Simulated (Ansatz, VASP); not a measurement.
# One calculation of Na, two programs

```xyz
1
Lattice="-2.1704 2.1704 2.0116 2.1704 -2.1704 2.0116 2.1704 2.1704 -2.0116" Properties=species:S:1:pos:R:3 pbc="T T T"
Na    0.0000    0.0000    0.0000
```

Change from the starting cell: strain +0.025 along x and y, -0.050 along z, atoms carried along.

Alike in both runs: task single point; functional PBE; k mesh 16 × 16 × 16; occupations gaussian, width 0.15 eV; no spin polarisation.

|  | VASP | Ansatz |
| --- | --- | --- |
| version | VASP 6.6.1 | Ansatz 0.2.0 |
| potentials or method | VASP PAW PBE potentials, release 64 (Na_pv), cutoff 520 eV | scalar-relativistic, plane waves, PAW |
| valence electrons in the cell | 7 | 9 |

|  | VASP | Ansatz | Ansatz less VASP |
| --- | --- | --- | --- |
| gap on the k mesh at the Fermi level (eV) | none | none | - |
| pressure (GPa) | -0.3 | -0.2 | +0.10 |
| traceless stress, the component that is largest in VASP (GPa) | 0.13 | 0.12 | -0.002 |

A gap of «none» marks a metal or a gap that the smearing closes. With one functional, cell and mesh, what is left measures potentials, basis and numerics. VASP's potentials hold 7 valence electrons a cell and Ansatz's 9, so a difference there can come from the potentials and not from the codes.
